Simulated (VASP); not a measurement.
Wanted: the native input for a VASP 6.6.1 run.

```yaml
Task: single point
Functional: r2SCAN
Dispersion: rVV10
Potentials_or_basis: VASP PAW PBE potentials, release 64 (Li_sv, Pt, Br)
Cutoff: 830 eV
k_mesh: 4 × 4 × 4
Occupations: fermi-dirac, width 0.03 eV
Spin: no spin polarisation
Dipole_correction: no
Further_INCAR_settings: ALGO = Normal; EDIFF = 1e-06; NBANDS = 25
```

LiPtBr3:

```
CELL_PARAMETERS angstrom
5.14939 0.00000 0.00000
0.00000 5.14939 0.00000
0.00000 0.00000 5.14939
ATOMIC_POSITIONS crystal
Li 0.00000 0.00000 0.00000
Pt 0.50000 0.50000 0.50000
Br 0.00000 0.50000 0.50000
Br 0.50000 0.00000 0.50000
Br 0.50000 0.50000 0.00000
```

These files were run (other wordings do the same):

POSCAR

```
LiPtBr3
1.0
    5.1493937836      0.0000000000      0.0000000000
    0.0000000000      5.1493937836      0.0000000000
    0.0000000000      0.0000000000      5.1493937836
Li Pt Br
1 1 3
Direct
    0.0000000000      0.0000000000      0.0000000000
    0.5000000000      0.5000000000      0.5000000000
    0.0000000000      0.5000000000      0.5000000000
    0.5000000000      0.0000000000      0.5000000000
    0.5000000000      0.5000000000      0.0000000000
```

INCAR.step1

```
SYSTEM = LiPtBr3
ALGO     = Normal         ! electronic algorithm
EDIFF    = 1E-5           ! SCF threshold, eV
ENCUT    = 830            ! plane-wave cutoff, eV
GGA      = PE             ! functional
GGA_COMPAT= .FALSE.      
ISMEAR   = -1             ! smearing method
LASPH    = .TRUE.         ! aspherical terms in the spheres
LCHARG   = .FALSE.        ! write CHGCAR
LREAL    = .FALSE.        ! projectors in reciprocal space
LWAVE    = .TRUE.         ! write WAVECAR
NBANDS   = 25             ! bands
NELM     = 120            ! most SCF steps
PREC     = Accurate       ! precision mode
SIGMA    = 0.03           ! smearing width, eV
```

INCAR.step2

```
SYSTEM = LiPtBr3
ALGO     = Normal         ! electronic algorithm
BPARAM   = 11.95        
CPARAM   = 0.0093       
EDIFF    = 1E-6           ! SCF threshold, eV
ENCUT    = 830            ! plane-wave cutoff, eV
GGA_COMPAT= .FALSE.      
ISIF     = 2              ! what is computed and relaxed
ISMEAR   = -1             ! smearing method
ISTART   = 1            
IVDW_NL  = 2            
LASPH    = .TRUE.         ! aspherical terms in the spheres
LCHARG   = .TRUE.         ! write CHGCAR
LELF     = .TRUE.         ! ELF
LMIXTAU  = .TRUE.       
LREAL    = .FALSE.        ! projectors in reciprocal space
LUSE_VDW = .TRUE.       
LVHAR    = .TRUE.       
LWAVE    = .FALSE.        ! write WAVECAR
METAGGA  = R2SCAN         ! meta-GGA
NBANDS   = 25             ! bands
NELM     = 120            ! most SCF steps
PREC     = Accurate       ! precision mode
SIGMA    = 0.03           ! smearing width, eV
```

KPOINTS

```
k-points
0
G
  4 4 4
  0 0 0
```

Potentials or basis: VASP PAW PBE potentials, release 64 (Li_sv, Pt, Br).

Run with:

```console
$ cat potpaw_PBE.64/Li_sv/POTCAR potpaw_PBE.64/Pt/POTCAR potpaw_PBE.64/Br/POTCAR > POTCAR
$ cp INCAR.step1 INCAR
$ mpirun -np 1 vasp_std > vasp.out
$ cp INCAR.step2 INCAR
$ mpirun -np 1 vasp_std > vasp.out
```

It gave:

```yaml
Pressure: 0.1 GPa
Band_gap_on_the_k_mesh: zero (bands 17 and 18 overlap by 4.79 eV)
```

Caveat: the PAW data sets were made with another functional, which shifts forces and pressure a little; spin-orbit coupling is left out, which moves the levels of the heavy elements.

It took 8.6 min on 1 thread of Oxide Virtual Turin-like Processor, with other jobs on the host, peak memory 0.75 GiB.
